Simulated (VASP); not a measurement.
# Na2Pd (P-3m1) in VASP: notebook

Runs on Na2Pd. Level: PBE. Tasks: single point.

All numbers are computed with VASP 6.6.1; they aren't measurements. Logs are shortened: lines on timing, memory, paths and dates and some standing lists are left out, and cuts for length are marked.

**1. The cell of the first run**

It takes space group P-3m1 (No. 164, trigonal). Conventional cell: a = 3.131 Å, b = 3.131 Å, c = 7.965 Å, α = 90.00°, β = 90.00°, γ = 120.00°. Within 3.8 Å of Na (site symmetry 3m) lie 3 Pd at 2.91 Å and 6 Na at 3.13 Å. Within 3.8 Å of Pd (site symmetry -3m) lie 6 Na at 2.91 Å and 6 Pd at 3.13 Å.

**2. Single point, PBE**

INCAR

```
PREC     = Accurate       # precision mode
ENCUT    = 520            # plane-wave cutoff, eV
EDIFF    = 1E-7           # SCF threshold, eV
ISMEAR   = 0              # smearing method
SIGMA    = 0.1            # smearing width, eV
LREAL    = F              # projectors in reciprocal space
LASPH    = T              # aspherical terms in the spheres
NELM     = 80             # most SCF steps
ALGO     = Fast           # electronic algorithm
ISIF     = 2              # what is computed and relaxed
LWAVE    = F              # write WAVECAR
LCHARG   = T              # write CHGCAR
GGA      = PE             # functional
LELF     = T              # ELF
LVHAR    = T            
NBANDS   = 19             # bands
```

KPOINTS

```
regular mesh
0
Gamma
  6 6 2
```

POSCAR

```
Na2Pd
1.0
    3.1308390000      0.0000000000      0.0000000000
   -1.5654195000      2.7113861000      0.0000000000
    0.0000000000      0.0000000000      7.9654484000
Na Pd
2 1
Direct
    0.3333333000      0.6666667000      0.2863860000
    0.6666667000      0.3333333000      0.7136140000
    0.0000000000      0.0000000000      0.0000000000
```

Potentials or basis: VASP PAW PBE potentials, release 64 (Na_pv, Pd).

Launch:

```
$ cat potpaw_PBE.64/Na_pv/POTCAR potpaw_PBE.64/Pd/POTCAR > POTCAR
$ mpirun -np 1 vasp_std > vasp.out
```

OUTCAR:

```text
PREC = Accurate
   ENCUT = 520
   EDIFF = 1E-7
   ISMEAR = 0
   LREAL = F
   LASPH = T
   NELM = 80
   ISIF = 2
   GGA = PE

 ion  position               nearest neighbor table
   1  0.333  0.667  0.286-   3 2.91   3 2.91   3 2.91
   2  0.667  0.333  0.714-   3 2.91   3 2.91   3 2.91
   3  0.000  0.000  0.000-   1 2.91   2 2.91   1 2.91   2 2.91   2 2.91   1 2.91

  LATTYP: Found a hexagonal cell.
 ALAT       =     3.1308390000
 C/A-ratio  =     2.5441897204

  Lattice vectors:

 A1 = (   3.1308390000,   0.0000000000,   0.0000000000)
 A2 = (  -1.5654195000,   2.7113861000,   0.0000000000)
 A3 = (   0.0000000000,   0.0000000000,   7.9654484000)

Analysis of symmetry for initial positions (statically):
=====================================================================
 Subroutine PRICEL returns:
 Original cell was already a primitive cell.

 Routine SETGRP: Setting up the symmetry group for a
 hexagonal supercell.

 Subroutine GETGRP returns: Found 12 space group operations
 (whereof 12 operations were pure point group operations)
 out of a pool of 24 trial point group operations.

The static configuration has the point symmetry D_3d.

Analysis of symmetry for dynamics (positions and initial velocities):
=====================================================================
 Subroutine PRICEL returns:
 Original cell was already a primitive cell.

 Routine SETGRP: Setting up the symmetry group for a
 hexagonal supercell.

 Subroutine GETGRP returns: Found 12 space group operations
 (whereof 12 operations were pure point group operations)
 out of a pool of 24 trial point group operations.

The dynamic configuration has the point symmetry D_3d.

 Subroutine INISYM returns: Found 12 space group operations
 (whereof 12 operations are pure point group operations),
 and found     1 'primitive' translations

----------------------------------------------------------------------------------------

                                     Primitive cell

  volume of cell :      67.6180

  direct lattice vectors                    reciprocal lattice vectors
     3.130839000  0.000000000  0.000000000     0.319403202  0.184407525  0.000000000
    -1.565419500  2.711386100  0.000000000     0.000000000  0.368815050  0.000000000
     0.000000000  0.000000000  7.965448400     0.000000000  0.000000000  0.125542211

  length of vectors
     3.130839000  3.130838992  7.965448400     0.368815049  0.368815050  0.125542211

  position of ions in fractional coordinates (direct lattice)
     0.333333300  0.666666700  0.286386000
     0.666666700  0.333333300  0.713614000
     0.000000000  0.000000000  0.000000000

  ion indices of the primitive-cell ions
   primitive index   ion index
                 1           1
                 2           2
                 3           3

----------------------------------------------------------------------------------------

 KPOINTS: regular mesh

Automatic generation of k-mesh.
 Grid dimensions read from file:
 generate k-points for:    6    6    2

 Generating k-lattice:

  Cartesian coordinates                     Fractional coordinates (reciprocal lattice)
     0.053233867  0.030734587  0.000000000     0.166666667  0.000000000  0.000000000
     0.000000000  0.061469175  0.000000000     0.000000000  0.166666667  0.000000000
     0.000000000  0.000000000  0.062771105     0.000000000  0.000000000  0.500000000

  Length of vectors
     0.061469175  0.061469175  0.062771105

  Shift w.r.t. Gamma in fractional coordinates (k-lattice)
     0.000000000  0.000000000  0.000000000

 Subroutine IBZKPT returns following result:
 ===========================================

 Found     14 irreducible k-points:

 Following reciprocal coordinates:
            Coordinates               Weight
  0.000000  0.000000  0.000000      1.000000
  0.166667 -0.000000  0.000000      6.000000
  0.333333  0.000000  0.000000      6.000000
  0.500000  0.000000  0.000000      3.000000
  0.166667  0.166667  0.000000      6.000000
  0.333333  0.166667  0.000000     12.000000
  0.333333  0.333333  0.000000      2.000000
  0.000000  0.000000  0.500000      1.000000
  0.166667 -0.000000  0.500000      6.000000
  0.333333  0.000000  0.500000      6.000000
  0.500000  0.000000  0.500000      3.000000
  0.166667  0.166667  0.500000      6.000000
  0.333333  0.166667  0.500000     12.000000
  0.333333  0.333333  0.500000      2.000000
   k-points           NKPTS =     14   k-points in BZ     NKDIM =     14   number of bands    NBANDS=     19
   number of dos      NEDOS =    301   number of ions     NIONS =      3
   total plane-waves  NPLWV =  34560
   dimension x,y,z NGX =    24 NGY =   24 NGZ =   60
   dimension x,y,z NGXF=    48 NGYF=   48 NGZF=  120
   ions per type =               2   1
   NGX,Y,Z   is equivalent  to a cutoff of  12.74, 12.74, 12.52 a.u.
   NGXF,Y,Z  is equivalent  to a cutoff of  25.49, 25.49, 25.05 a.u.
 SYSTEM =  unknown system
   PREC   = accura    normal or accurate (medium, high low for compatibility)
   ISTART =      0    job   : 0-new  1-cont  2-samecut
   ICHARG =      2    charge: 1-file 2-atom 10-const
   ISPIN  =      1    spin polarized calculation?
   LNONCOLLINEAR =      F non collinear calculations
   LSORBIT =      F    spin-orbit coupling
   LASPH  =      T    aspherical Exc in radial PAW
   ENCUT  =  520.0 eV  38.22 Ry    6.18 a.u.   5.82  5.82 14.81*2*pi/ulx,y,z
   NELM   =     80;   NELMIN=  2; NELMDL= -5     # of ELM steps
   EDIFF  = 0.1E-06   stopping-criterion for ELM
   LREAL  =      F    real-space projection
   EDIFFG = 0.1E-05   stopping-criterion for IOM
   NSW    =      0    number of steps for IOM
   IBRION =     -1    ionic relax: 0-MD 1-quasi-New 2-CG
   NFREE  =      0    steps in history (QN), initial steepest desc. (CG)
   ISIF   =      2    stress and relaxation
   ISYM   =      2    0-nonsym 1-usesym 2-fastsym
   POTIM  = 0.5000    time-step for ionic-motion
   TEBEG  =    0.0;   TEEND  =   0.0 temperature during run
   PSTRESS=    0.0 pullay stress
   NELECT =      24.0000    total number of electrons
   NUPDOWN=      -1.0000    fix difference up-down
   EMIN   =  10.00;   EMAX   =-10.00  energy-range for DOS
   EFERMI =   0.00;   METHOD = LEGACY
   ISMEAR =     0;   SIGMA  =   0.10  broadening in eV -4-tet -1-fermi 0-gaus
   EFERMI_NEDOS =   21; number of points for ismear=-14 and -15
   IALGO  =     68    algorithm
   IMIX   =      4    mixing-type and parameters
     AMIX     =   0.40;   BMIX     =  1.00
     AMIX_MAG =   1.60;   BMIX_MAG =  1.00
  volume/ion in A,a.u.               =      22.54       152.10
  Fermi-wavevector in a.u.,A,eV,Ry     =   1.159110  2.190399 18.279901  1.343535
  Thomas-Fermi vector in A             =   2.295705
   LORBIT       =      0    0 simple, 1 ext, 2 COOP (PROOUT), +10 PAW based schemes
   GGA     = PE    functional components
   LHFCALC =     F    Hartree Fock is set to
   AEXX    =    0.0000 exact exchange contribution
   IVDW    =     0    specifies the selected vdW correction
   LEPSILON=     F    determine dielectric tensor
   LRPA    =     F    only Hartree local field effects (RPA)
 non-spin polarized calculation
 RMM-DIIS sequential band-by-band and
 Gauss-broadening in eV      SIGMA  =   0.10
  energy-cutoff  :      520.00
  volume of cell :       67.62
 maximum number of plane-waves:      1833
 NGX is ok and might be reduce to    24
   NGX = 11   NGY = 11   NGZ = 29

 number of electron      24.0000015 magnetization

 Free energy of the ion-electron system (eV)
  ---------------------------------------------------
  ext. energy  EPLUGINS =         0.00000000
  ---------------------------------------------------
  free energy    TOTEN  =        -7.78680089 eV

  energy without entropy =       -7.78343843  energy(sigma->0) =       -7.78511966

 E-fermi :   2.8330     XC(G=0):  -8.7309

 val. band max:        2.6625864620   @ k =   0.5000   0.0000   0.5000
 cond. band min:       2.8987799077   @ k =   0.1667   0.1667   0.0000
 fundamental gap:      0.2361934457
 Fermi energy:         2.8329886564

 k-point     1 :       0.0000    0.0000    0.0000
  band No.  band energies     occupation
      1     -21.5146      2.00000
      2     -21.4939      2.00000
      3     -21.4880      2.00000
      4     -21.4880      2.00000
      5     -21.4870      2.00000
      6     -21.4870      2.00000
[... 11 lines left out ...]
     18      17.1699      0.00000
     19      17.3348      0.00000

 k-point     2 :       0.1667   -0.0000    0.0000
  band No.  band energies     occupation
      1     -21.5271      2.00000
      2     -21.5264      2.00000
      3     -21.5065      2.00000
      4     -21.4967      2.00000
      5     -21.4956      2.00000
      6     -21.4890      2.00000
[... 11 lines left out ...]
     18      14.5321      0.00000
     19      15.6650      0.00000

 k-point     3 :       0.3333    0.0000    0.0000
  band No.  band energies     occupation
      1     -21.6050      2.00000
      2     -21.6029      2.00000
      3     -21.5142      2.00000
      4     -21.5128      2.00000
      5     -21.4901      2.00000
      6     -21.4800      2.00000
[... 11 lines left out ...]
     18      11.0924      0.00000
     19      11.5758      0.00000

 k-point     4 :       0.5000    0.0000    0.0000
  band No.  band energies     occupation
      1     -21.6435      2.00000
      2     -21.6406      2.00000
      3     -21.5230      2.00000
      4     -21.5214      2.00000
      5     -21.4808      2.00000
      6     -21.4766      2.00000
[... 187 lines left out ...]
     18      12.4330      0.00000
     19      12.5617      0.00000

 k-point    13 :       0.3333    0.1667    0.5000
  band No.  band energies     occupation
      1     -21.6224      2.00000
      2     -21.6215      2.00000
      3     -21.5433      2.00000
      4     -21.5418      2.00000
      5     -21.4815      2.00000
      6     -21.4758      2.00000
[... 11 lines left out ...]
     18      10.6075      0.00000
     19      10.7700      0.00000

 k-point    14 :       0.3333    0.3333    0.5000
  band No.  band energies     occupation
      1     -21.5955      2.00000
      2     -21.5935      2.00000
      3     -21.5935      2.00000
      4     -21.5934      2.00000
      5     -21.4755      2.00000
      6     -21.4755      2.00000
[... 11 lines left out ...]
     18       9.6517      0.00000
     19      10.9694      0.00000

------------------------ aborting loop because EDIFF is reached ----------------------------------------

  FORCE on cell =-STRESS in cart. coord.  units (eV):
  Direction    XX          YY          ZZ          XY          YZ          ZX
  --------------------------------------------------------------------------------------
  -------------------------------------------------------------------------------------
  Total       -0.0503255     -0.0503255      0.0847155      0.0000000      0.0000000     -0.0000000
  in kB       -1.1924402     -1.1924402      2.0072947      0.0000000      0.0000000     -0.0000000
  external PRESSURE =      -0.1258619 kB  Pullay stress =       0.0000000 kB

 VOLUME and BASIS-vectors are now :
 -----------------------------------------------------------------------------
  energy-cutoff  :      520.00
  volume of cell :       67.62
      direct lattice vectors                 reciprocal lattice vectors
     3.130839000  0.000000000  0.000000000     0.319403202  0.184407525  0.000000000
    -1.565419500  2.711386100  0.000000000     0.000000000  0.368815050  0.000000000
     0.000000000  0.000000000  7.965448400     0.000000000  0.000000000  0.125542211

 POSITION                                       TOTAL-FORCE (eV/Angst)
 -----------------------------------------------------------------------------------
     -0.00000      1.80759      2.28119        -0.000000      0.000000     -0.054569
      1.56542      0.90380      5.68426         0.000000     -0.000000      0.054569
      0.00000      0.00000      0.00000         0.000000      0.000000      0.000000
 -----------------------------------------------------------------------------------
    total drift:                               -0.000000      0.000000      0.000000

  FREE ENERGIE OF THE ION-ELECTRON SYSTEM (eV)
  ---------------------------------------------------
  free  energy   TOTEN  =        -7.7868008939 eV

  energy  without entropy=       -7.7834384255  energy(sigma->0) =       -7.78511966
```

Wall time 16 s (1 thread of Intel Xeon Platinum 8488C (Sapphire Rapids), shared host); peak memory 0.18 GiB.

What came out:

```yaml
Free_energy: -7.7868 eV
Pressure: 0.0 GPa
Largest_force: 0.055 eV/Å
Band_gap_on_the_k_mesh: zero (band 12 reaches 5.77 eV, above the bottom of band 13 at 1.86 eV)
```

Forces on the atoms (eV/Å):
```
Na   0.000  0.000 -0.055
Na   0.000  0.000  0.055
Pd   0.000  0.000  0.000
```

Caveat: the k points lie up to 0.39 Å⁻¹ apart.

**3. Single point, PBE, collinear spin, ferromagnetic start**

INCAR

```
SYSTEM = Na2Pd
PREC = Accurate
ENCUT = 520
EDIFF = 1E-6
ISMEAR = 0
SIGMA = 0.1
LREAL = .False.
LASPH = .True.
NELM = 150
ALGO = Normal
ISIF = 2
LWAVE = .False.
LCHARG = .False.
ISPIN = 2
MAGMOM = 0 0 1
LORBIT = 11
LMAXMIX = 4
GGA = PE
NBANDS = 23
```

KPOINTS

```
Automatic mesh
0
Gamma
  6 6 2
  0 0 0
```

POSCAR is that of step 2.

Potentials or basis: VASP PAW PBE potentials, release 64 (Na_pv, Pd).

Launch:

```
$ cat potpaw_PBE.64/Na_pv/POTCAR potpaw_PBE.64/Pd/POTCAR > POTCAR
$ mpirun -np 1 vasp_std > vasp.out
```

Run time: 22 s. Hardware: 1 thread of Intel Xeon Platinum 8488C (Sapphire Rapids), shared host; peak memory 0.21 GiB.

It converged, with:

```
Free energy                                           : -7.7868 eV
Pressure                                              : 0.0 GPa
Largest force                                         : 0.055 eV/Å
Band gap on the k mesh                                : zero (filled and empty bands overlap)
Net moment                                            : 0.00 μB per cell
Valence electrons inside the program's atomic spheres : Na 6.10; Pd 9.21
```

Forces on the atoms (eV/Å):
```
Na   0.000  0.000 -0.055
Na   0.000  0.000  0.055
Pd   0.000  0.000  0.000
```

Stress tensor (GPa, compression positive):
```
-0.11  0.00  0.00
 0.00 -0.11  0.00
 0.00  0.00  0.21
```

Levels at points of the mesh, in eV from the Fermi level:
Spin up:
```csv
k point,band 8,band 9,band 10,band 11,band 12,band 13,band 14,band 15,band 16,band 17
"(0.00, 0.00, 0.00)",-2.89,-1.59,-1.59,-1.44,-1.25,-0.90,-0.90,5.06,6.70,14.34
"(0.50, 0.00, 0.00)",-2.43,-1.65,-1.17,-0.17,1.04,1.90,3.00,3.30,4.07,5.38
"(0.00, 0.00, 0.50)",-3.17,-2.49,-1.59,-1.59,-0.90,-0.90,1.06,2.36,9.64,12.14
"(0.50, 0.00, 0.50)",-2.44,-1.62,-1.17,-0.17,1.26,1.70,2.37,3.08,5.40,6.59
```
Spin down:
```csv
k point,band 8,band 9,band 10,band 11,band 12,band 13,band 14,band 15,band 16,band 17
"(0.00, 0.00, 0.00)",-2.89,-1.59,-1.59,-1.44,-1.25,-0.90,-0.90,5.06,6.70,14.34
"(0.50, 0.00, 0.00)",-2.43,-1.65,-1.17,-0.17,1.04,1.90,3.00,3.30,4.07,5.38
"(0.00, 0.00, 0.50)",-3.17,-2.49,-1.59,-1.59,-0.90,-0.90,1.06,2.36,9.64,12.14
"(0.50, 0.00, 0.50)",-2.44,-1.62,-1.17,-0.17,1.26,1.70,2.37,3.08,5.40,6.59
```

Caveat: the k points lie up to 0.39 Å⁻¹ apart.
